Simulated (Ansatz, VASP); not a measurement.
## CeO2 in VASP and in Ansatz

File INCAR:

```
SYSTEM = CeO2
PREC = Accurate
ENCUT = 520
EDIFF = 1E-6
ISMEAR = 0
SIGMA = 0.05
LREAL = .False.
LASPH = .True.
NELM = 60
ALGO = Normal
ISIF = 2
LWAVE = .False.
LCHARG = .True.
GGA = PS
IVDW = 12
LELF = .True.
LVHAR = .True.
NBANDS = 19
```

KPOINTS

```
Automatic mesh
0
Gamma
  8 8 8
  0 0 0
```

File POSCAR:

```
CeO2
1.0
    0.0000000000      2.7195990133      2.7195990133
    2.7195990133      0.0000000000      2.7195990133
    2.7195990133      2.7195990133      0.0000000000
Ce O
1 2
Direct
    0.0000000000      0.0000000000      0.0000000000
    0.2500000000      0.2500000000      0.2500000000
    0.7500000000      0.7500000000      0.7500000000
```

Input for Ansatz:

```yaml
crystal:
  lattice:
    - [0.0, 2.7195990133, 2.7195990133]
    - [2.7195990133, 0.0, 2.7195990133]
    - [2.7195990133, 2.7195990133, 0.0]
  atoms:
    - { symbol: Ce, position: [0.0, 0.0, 0.0] }
    - { symbol: O, position: [0.25, 0.25, 0.25] }
    - { symbol: O, position: [0.75, 0.75, 0.75] }
basis:
  ecutwfc: 420
  ecutrho_ratio: 4
kpoints:
  mp_grid: { grid: [8, 8, 8] }
hamiltonian:
  xc: pbesol
  dispersion: d3bj
scf:
  occupations: { method: gaussian, width: 0.05 }
output:
  forces: true
  stress: true
  eigenvalues: true
```

Alike in both runs: task single point; functional PBEsol; dispersion D3(BJ); k mesh 8 × 8 × 8; occupations gaussian, width 0.05 eV; no spin polarisation.

```csv
,VASP,Ansatz
version,VASP 6.6.1,Ansatz 0.2.0
potentials or method,"VASP PAW PBE potentials, release 64 (Ce, O), cutoff 520 eV","scalar-relativistic, plane waves, PAW"
valence electrons in the cell,24,24
```

VASP gave:

```
gap on the k mesh at the Fermi level (eV) : 1.91
least direct gap on the mesh (eV)         : 2.01
pressure (GPa)                            : -7.2
```

Question: Which values does Ansatz return?

Answer: gap on the k mesh at the Fermi level (eV): 1.93; least direct gap on the mesh (eV): 2.03; pressure (GPa): -7.2.

VASP's potentials were made for PBE, not for PBEsol.

Spin-orbit coupling is off throughout.
